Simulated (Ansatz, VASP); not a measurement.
# MgO3: VASP beside Ansatz

```xyz
4
Lattice="4.9449 0.0000 0.0000 0.0000 2.8089 0.0000 0.0000 0.0000 5.2459" Properties=species:S:1:pos:R:3 pbc="T T T"
Mg    0.0000    0.0000    0.0000
O     0.0000    1.4045    1.3777
O     0.0000    0.0000    2.6229
O     0.0000    1.4045    3.8681
```

Change from the starting cell: species swapped into the Sn3Pb type (Pmmm, No. 47).

Alike in both runs: functional PBE; k mesh 8 × 8 × 2; occupations gaussian, width 0.1 eV; no spin polarisation.

Ansatz relaxed the structure, and its values are those at the end. VASP's run is a single point on that final structure, the one shown.

|  | VASP | Ansatz |
| --- | --- | --- |
| version | VASP 6.6.1 | Ansatz 0.2.0 |
| potentials or method | VASP PAW PBE potentials, release 64 (Mg, O), cutoff 520 eV | scalar-relativistic, plane waves, PAW |
| valence electrons in the cell | 20 | 28 |

VASP gave:

* gap on the k mesh at the Fermi level (eV): 0.09
* least direct gap on the mesh (eV): 0.37
* pressure (GPa): 0.0
* rms of the force components (eV/Å): 0.008

Q: Estimate Ansatz's values.

A: gap on the k mesh at the Fermi level (eV): 0.09; least direct gap on the mesh (eV): 0.36; pressure (GPa): 0.1; rms of the force components (eV/Å): 0.002.

VASP's potentials hold 20 valence electrons a cell and Ansatz's 28, so a difference there can come from the potentials and not from the codes.

The k mesh is coarse, so the values compare programs but aren't converged.
